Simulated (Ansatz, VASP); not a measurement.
## AlCo in VASP and in Ansatz

The input INCAR:

```
ALGO = Fast ; EDIFF = 1E-6
ENCUT = 520 ; GGA = PS
ISIF = 2 ; ISMEAR = 0
LASPH = True ; LCHARG = False
LREAL = False ; LWAVE = False
NBANDS = 13 ; NELM = 100
PREC = Accurate ; SIGMA = 0.15
```

Contents of KPOINTS:

```
k-points
0
Gamma
  22 22 22
```

POSCAR

```
AlCo
1.0
    2.8225855357      0.0000000000      0.0000000000
    0.0000000000      2.8225855357      0.0000000000
    0.0000000000      0.0000000000      2.8225855357
Al Co
1 1
Direct
    0.0062629349     -0.0062629349      0.0000000000
    0.5000000000      0.5000000000      0.5000000000
```

Input for Ansatz:

```yaml
crystal:
  lattice:
    - [2.8225855357, 0.0, 0.0]
    - [0.0, 2.8225855357, 0.0]
    - [0.0, 0.0, 2.8225855357]
  atoms:
    - { symbol: Al, position: [0.0062629349, -0.0062629349, 0.0] }
    - { symbol: Co, position: [0.5, 0.5, 0.5] }
basis:
  ecutwfc: 420
kpoints:
  mp_grid: { grid: [22, 22, 22] }
hamiltonian:
  xc: pbesol
scf:
  occupations: { method: gaussian, width: 0.15 }
output:
  forces: true
  stress: true
  eigenvalues: true
```

Change from the starting cell: all Al atoms moved +0.025 Å, as atom 1 along Cartesian [1 -1 0].

Alike in both runs: task single point; functional PBEsol; k mesh 22 × 22 × 22; occupations gaussian, width 0.15 eV; no spin polarisation.

```csv
,VASP,Ansatz
version,VASP 6.6.1,Ansatz 0.2.0
potentials or method,"VASP PAW PBE potentials, release 64 (Al, Co), cutoff 520 eV","scalar-relativistic, plane waves, PAW"
valence electrons in the cell,12,20
```

Ansatz gave:

| Item | Value |
| --- | --- |
| gap on the k mesh at the Fermi level (eV) | none |
| pressure (GPa) | 0.1 |
| traceless stress, the component that is largest in VASP (GPa) | -0.06 |
| rms of the force components (eV/Å) | 0.114 |

Question: What did VASP give for the same quantities?

Answer: gap on the k mesh at the Fermi level (eV): none; pressure (GPa): -0.3; traceless stress, the component that is largest in VASP (GPa): -0.06; rms of the force components (eV/Å): 0.114.

VASP's potentials were made for PBE, not for PBEsol. Atom by atom the forces differ by 0.001 eV/Å (rms over components). A gap of «none» marks a metal or a gap that the smearing closes. With one functional, cell and mesh, what is left measures potentials, basis and numerics. VASP's potentials hold 12 valence electrons a cell and Ansatz's 20, so a difference there can come from the potentials and not from the codes.
